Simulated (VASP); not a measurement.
# Rh (I4/mmm) in VASP: single point with PBE

Aim: the single point of Rh with PBE.

Program: VASP 6.6.1. These are calculated values, not measurements. Logs are shortened: lines on timing, memory, paths and dates and some standing lists are left out, and cuts for length are marked.

### Step 1. The cell of the first run

Symmetry: I4/mmm, No. 139, tetragonal system. Conventional cell: a = 2.708 Å, b = 2.708 Å, c = 4.213 Å, α = 90.00°, β = 90.00°, γ = 90.00°. Within 3.6 Å of Rh (site symmetry 4/mmm) lie 12 Rh at 2.71 to 2.85 Å.

### Step 2. Single point, PBE (strain +0.1000 x Voigt [1, 0, 0, 0, 0, 0])

File INCAR:

```
SYSTEM = Rh
ALGO = Fast
EDIFF = 1E-6
ENCUT = 520
GGA = PE
ISIF = 2
ISMEAR = 0
LASPH = .True.
LCHARG = .False.
LREAL = .False.
LWAVE = .False.
NBANDS = 14
NELM = 100
PREC = Accurate
SIGMA = 0.15
```

File KPOINTS:

```
k-points
0
Gamma
  26 26 26
  0 0 0
```

File POSCAR:

```
Rh
1.0
    0.0000000000      1.9149654115      1.9149654115
    2.1064619526      0.0000000000      1.9149654115
    2.1064619526      1.9149654115      0.0000000000
Rh
1
Direct
    0.0000000000      0.0000000000      0.0000000000
```

Potentials or basis: VASP PAW PBE potentials, release 64 (Rh_pv).

On the command line:

```bash
> cat potpaw_PBE.64/Rh_pv/POTCAR > POTCAR
> mpirun -np 1 vasp_std > vasp.out
```

OUTCAR:

```text
SYSTEM = Rh
   EDIFF = 1E-6
   ENCUT = 520
   GGA = PE
   ISIF = 2
   ISMEAR = 0
   LASPH = .True.
   LREAL = .False.
   NELM = 100
   PREC = Accurate

 ion  position               nearest neighbor table
   1  0.000  0.000  0.000-

  LATTYP: Found a body centered tetragonal cell.
 ALAT       =     2.7081700564
 C/A-ratio  =     1.5556349186

  Lattice vectors:

 A1 = (   2.1064619526,   0.0000000000,   1.9149654115)
 A2 = (   2.1064619526,   0.0000000000,  -1.9149654115)
 A3 = (  -2.1064619526,   1.9149654115,   0.0000000000)

Analysis of symmetry for initial positions (statically):
=====================================================================
 Subroutine PRICEL returns:
 Original cell was already a primitive cell.

 Routine SETGRP: Setting up the symmetry group for a
 body centered tetragonal supercell.

 Subroutine GETGRP returns: Found 16 space group operations
 (whereof 16 operations were pure point group operations)
 out of a pool of 16 trial point group operations.

The static configuration has the point symmetry D_4h.

Analysis of symmetry for dynamics (positions and initial velocities):
=====================================================================
 Subroutine PRICEL returns:
 Original cell was already a primitive cell.

 Routine SETGRP: Setting up the symmetry group for a
 body centered tetragonal supercell.

 Subroutine GETGRP returns: Found 16 space group operations
 (whereof 16 operations were pure point group operations)
 out of a pool of 16 trial point group operations.

The dynamic configuration has the point symmetry D_4h.

 Subroutine INISYM returns: Found 16 space group operations
 (whereof 16 operations are pure point group operations),
 and found     1 'primitive' translations

----------------------------------------------------------------------------------------

                                     Primitive cell

  volume of cell :      15.4492

  direct lattice vectors                    reciprocal lattice vectors
     0.000000000  1.914965412  1.914965412    -0.237364838  0.261101322  0.261101322
     2.106461953  0.000000000  1.914965412     0.237364838 -0.261101322  0.261101322
     2.106461953  1.914965412  0.000000000     0.237364838  0.261101322 -0.261101322

  length of vectors
     2.708170056  2.846800746  2.846800746     0.438964539  0.438964539  0.438964539

  position of ions in fractional coordinates (direct lattice)
     0.000000000  0.000000000  0.000000000

  ion indices of the primitive-cell ions
   primitive index   ion index
                 1           1

----------------------------------------------------------------------------------------

 KPOINTS: k-points

Automatic generation of k-mesh.
 Grid dimensions read from file:
 generate k-points for:   26   26   26

 Generating k-lattice:

  Cartesian coordinates                     Fractional coordinates (reciprocal lattice)
    -0.009129417  0.010042359  0.010042359     0.038461538  0.000000000  0.000000000
     0.009129417 -0.010042359  0.010042359     0.000000000  0.038461538  0.000000000
     0.009129417  0.010042359 -0.010042359     0.000000000  0.000000000  0.038461538

  Length of vectors
     0.016883252  0.016883252  0.016883252

  Shift w.r.t. Gamma in fractional coordinates (k-lattice)
     0.000000000  0.000000000  0.000000000

 Subroutine IBZKPT returns following result:
 ===========================================

 Found   1330 irreducible k-points:

 Following reciprocal coordinates:
            Coordinates               Weight
  0.000000  0.000000  0.000000      1.000000
  0.038462  0.000000  0.000000      8.000000
  0.076923  0.000000  0.000000      8.000000
  0.115385 -0.000000 -0.000000      8.000000
  0.153846 -0.000000 -0.000000      8.000000
  0.192308 -0.000000 -0.000000      8.000000
[... 16 lines left out ...]
  0.346154  0.038462 -0.000000     16.000000
  0.384615  0.038462 -0.000000     16.000000
 [... further k-points ...]
   k-points           NKPTS =   1330   k-points in BZ     NKDIM =   1330   number of bands    NBANDS=     14
   number of dos      NEDOS =    301   number of ions     NIONS =      1
   total plane-waves  NPLWV =  11520
   dimension x,y,z NGX =    20 NGY =   24 NGZ =   24
   dimension x,y,z NGXF=    40 NGYF=   48 NGZF=   48
   ions per type =               1
   NGX,Y,Z   is equivalent  to a cutoff of  12.28, 14.02, 14.02 a.u.
   NGXF,Y,Z  is equivalent  to a cutoff of  24.55, 28.03, 28.03 a.u.
 SYSTEM =  Rh
   PREC   = accura    normal or accurate (medium, high low for compatibility)
   ISTART =      0    job   : 0-new  1-cont  2-samecut
   ICHARG =      2    charge: 1-file 2-atom 10-const
   ISPIN  =      1    spin polarized calculation?
   LNONCOLLINEAR =      F non collinear calculations
   LSORBIT =      F    spin-orbit coupling
   LASPH  =      T    aspherical Exc in radial PAW
   ENCUT  =  520.0 eV  38.22 Ry    6.18 a.u.   5.04  5.29  5.29*2*pi/ulx,y,z
   NELM   =    100;   NELMIN=  2; NELMDL= -5     # of ELM steps
   EDIFF  = 0.1E-05   stopping-criterion for ELM
   LREAL  =      F    real-space projection
   EDIFFG = 0.1E-04   stopping-criterion for IOM
   NSW    =      0    number of steps for IOM
   IBRION =     -1    ionic relax: 0-MD 1-quasi-New 2-CG
   NFREE  =      0    steps in history (QN), initial steepest desc. (CG)
   ISIF   =      2    stress and relaxation
   ISYM   =      2    0-nonsym 1-usesym 2-fastsym
   POTIM  = 0.5000    time-step for ionic-motion
   TEBEG  =    0.0;   TEEND  =   0.0 temperature during run
   PSTRESS=    0.0 pullay stress
   NELECT =      15.0000    total number of electrons
   NUPDOWN=      -1.0000    fix difference up-down
   EMIN   =  10.00;   EMAX   =-10.00  energy-range for DOS
   EFERMI =   0.00;   METHOD = LEGACY
   ISMEAR =     0;   SIGMA  =   0.15  broadening in eV -4-tet -1-fermi 0-gaus
   EFERMI_NEDOS =   21; number of points for ismear=-14 and -15
   IALGO  =     68    algorithm
   IMIX   =      4    mixing-type and parameters
     AMIX     =   0.40;   BMIX     =  1.00
     AMIX_MAG =   1.60;   BMIX_MAG =  1.00
  volume/ion in A,a.u.               =      15.45       104.26
  Fermi-wavevector in a.u.,A,eV,Ry     =   1.621076  3.063390 35.754586  2.627888
  Thomas-Fermi vector in A             =   2.714911
   LORBIT       =      0    0 simple, 1 ext, 2 COOP (PROOUT), +10 PAW based schemes
   GGA     = PE    functional components
   LHFCALC =     F    Hartree Fock is set to
   AEXX    =    0.0000 exact exchange contribution
   IVDW    =     0    specifies the selected vdW correction
   LEPSILON=     F    determine dielectric tensor
   LRPA    =     F    only Hartree local field effects (RPA)
 non-spin polarized calculation
 RMM-DIIS sequential band-by-band and
 Gauss-broadening in eV      SIGMA  =   0.15
  energy-cutoff  :      520.00
  volume of cell :       15.45
 maximum number of plane-waves:       429
   NGX =  9   NGY = 11   NGZ = 11

 number of electron      15.0000002 magnetization

 Free energy of the ion-electron system (eV)
  ---------------------------------------------------
  ext. energy  EPLUGINS =         0.00000000
  ---------------------------------------------------
  free energy    TOTEN  =        -7.12440116 eV

  energy without entropy =       -7.10532957  energy(sigma->0) =       -7.11486537

 E-fermi :   9.8785     XC(G=0): -13.2879

 val. band max:        9.8761660247   @ k =  -0.2692   0.1923   0.1154
 cond. band min:       9.8794980323   @ k =  -0.1923   0.3077   0.1923
 fundamental gap:      0.0033320076
 Fermi energy:         9.8785108374

 k-point     1 :       0.0000    0.0000    0.0000
  band No.  band energies     occupation
      1     -36.2981      2.00000
      2     -36.2593      2.00000
      3     -36.2593      2.00000
      4       2.7713      2.00000
      5       6.7401      2.00000
      6       7.6799      2.00000
      7       7.6799      2.00000
      8       8.4759      2.00000
      9       9.5637      1.99700
     10      26.0427      0.00000
     11      29.2086      0.00000
     12      30.8013      0.00000
     13      31.5158      0.00000
     14      31.5158      0.00000

 k-point     2 :       0.0385    0.0000    0.0000
  band No.  band energies     occupation
      1     -36.3008      2.00000
      2     -36.2654      2.00000
      3     -36.2598      2.00000
      4       2.8252      2.00000
      5       6.7533      2.00000
      6       7.6634      2.00000
      7       7.6992      2.00000
      8       8.4731      2.00000
      9       9.5465      1.99825
     10      26.1094      0.00000
     11      29.1895      0.00000
     12      30.8004      0.00000
     13      31.2244      0.00000
     14      31.5867      0.00000

 k-point     3 :       0.0769    0.0000    0.0000
  band No.  band energies     occupation
      1     -36.3117      2.00000
      2     -36.2807      2.00000
      3     -36.2613      2.00000
      4       2.9845      2.00000
      5       6.7882      2.00000
      6       7.6173      2.00000
      7       7.7549      2.00000
      8       8.4714      2.00000
      9       9.4985      1.99966
     10      26.2943      0.00000
     11      28.9915      0.00000
     12      30.7309      0.00000
     13      30.8125      0.00000
     14      31.7940      0.00000
[... 324 lines left out ...]
 k-point    23 :       0.3462    0.0385   -0.0000
  band No.  band energies     occupation
      1     -36.6496      2.00000
      2     -36.3651      2.00000
      3     -36.2882      2.00000
      4       4.8250      2.00000
      5       7.0887      2.00000
      6       7.9149      2.00000
      7       8.1264      2.00000
      8       9.7109      1.88593
      9       9.8474      1.23040
     10      21.2849      0.00000
     11      26.1775      0.00000
     12      30.8028      0.00000
     13      30.9371      0.00000
     14      32.8253      0.00000

 k-point    24 :       0.3846    0.0385   -0.0000
  band No.  band energies     occupation
      1     -36.6957      2.00000
      2     -36.3742      2.00000
      3     -36.2920      2.00000
      4       4.8170      2.00000
      5       7.0151      2.00000
      6       7.8302      2.00000
      7       8.7325      2.00000
      8       9.9898      0.29422
      9      10.1751      0.00516
     10      20.0137      0.00000
     11      25.7802      0.00000
     12      30.3953      0.00000
     13      30.8019      0.00000
     14      32.0979      0.00000

 [... further k-points ...]
[... 5 lines left out ...]
  --------------------------------------------------------------------------------------
  -------------------------------------------------------------------------------------
  Total       -2.7844046     -1.1841070     -1.1841070     -0.0000000      0.0000000     -0.0000000
  in kB     -288.7602684   -122.7993471   -122.7993471     -0.0000000      0.0000000     -0.0000000
  external PRESSURE =    -178.1196542 kB  Pullay stress =       0.0000000 kB

 VOLUME and BASIS-vectors are now :
 -----------------------------------------------------------------------------
  energy-cutoff  :      520.00
  volume of cell :       15.45
      direct lattice vectors                 reciprocal lattice vectors
     0.000000000  1.914965412  1.914965412    -0.237364838  0.261101322  0.261101322
     2.106461953  0.000000000  1.914965412     0.237364838 -0.261101322  0.261101322
     2.106461953  1.914965412  0.000000000     0.237364838  0.261101322 -0.261101322

 POSITION                                       TOTAL-FORCE (eV/Angst)
 -----------------------------------------------------------------------------------
      0.00000      0.00000      0.00000         0.000000      0.000000      0.000000
 -----------------------------------------------------------------------------------
    total drift:                                0.000000     -0.000000     -0.000000

  FREE ENERGIE OF THE ION-ELECTRON SYSTEM (eV)
  ---------------------------------------------------
  free  energy   TOTEN  =        -7.1244011591 eV

  energy  without entropy=       -7.1053295750  energy(sigma->0) =       -7.11486537
```

It took 2.3 min on 1 thread of AMD EPYC 9R45 (Zen 5), shared host; peak memory 0.32 GiB.

What came out:

```
Free energy : -7.1244 eV
Pressure    : -17.8 GPa
```

Stress tensor (GPa, compression positive):
```
-28.88   0.00   0.00
  0.00 -12.28   0.00
  0.00   0.00 -12.28
```

Levels at points of the mesh, in eV from the Fermi level:
| k point | band 5 | band 6 | band 7 | band 8 | band 9 | band 10 |
| --- | --- | --- | --- | --- | --- | --- |
| (0.00, 0.00, 0.00) | -3.14 | -2.20 | -2.20 | -1.40 | -0.31 | 16.16 |
| (0.50, 0.00, 0.00) | -3.02 | -2.16 | 0.29 | 0.65 | 0.92 | 7.60 |
| (0.50, 0.50, 0.00) | -4.91 | 0.36 | 0.41 | 1.23 | 3.81 | 11.74 |
| (0.00, 0.50, 0.50) | -4.96 | 0.53 | 0.75 | 0.75 | 2.02 | 9.29 |

Caveat: the cell differs from its parent crystal (strain +0.1000 x Voigt [1, 0, 0, 0, 0, 0]).
